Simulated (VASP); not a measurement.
Here is a VASP 6.6.1 calculation.

INCAR

```
PREC = Accurate
ENCUT = 520
EDIFF = 1E-6
ISMEAR = -1
SIGMA = 0.05
LREAL = False
LASPH = True
NELM = 100
ALGO = Normal
ISIF = 2
LWAVE = False
LCHARG = False
GGA = RE
IVDW = 12
NBANDS = 50
```

File KPOINTS:

```
regular mesh
0
Gamma
  3 6 6
```

File POSCAR:

```
SnSe
1.0
   11.2656567555      0.0000000000      0.0000000000
    0.0000000000      4.1333714366      0.0000000000
    0.0000000000      0.0000000000      4.3997223406
Sn Se
4 4
Direct
    0.8770000000      0.7500000000      0.9090000000
    0.6230000000      0.2500000000      0.4090000000
    0.3770000000      0.7500000000      0.5910000000
    0.1230000000      0.2500000000      0.0910000000
    0.6430000000      0.7500000000      0.9840000000
    0.8570000000      0.2500000000      0.4840000000
    0.1430000000      0.7500000000      0.5160000000
    0.3570000000      0.2500000000      0.0160000000
```

Potentials or basis: VASP PAW PBE potentials, release 64 (Sn_d, Se).

Launch:

```console
$ cat potpaw_PBE.64/Sn_d/POTCAR potpaw_PBE.64/Se/POTCAR > POTCAR
$ mpirun -np 1 vasp_std > vasp.out
```

(1) Estimate the pressure.

(2) Estimate the band gap on the k mesh.

(3) Predict the largest force.

## Answers

(1) 1.7 GPa.

(2) 0.55 eV (least direct gap 0.73 eV).

(3) 0.626 eV/Å.

Caveat: semilocal functionals underestimate gaps, and a narrow one can read as zero; the PAW data sets were made with another functional, which shifts forces and pressure a little; spin-orbit coupling is left out, which moves the levels of the heavy elements.
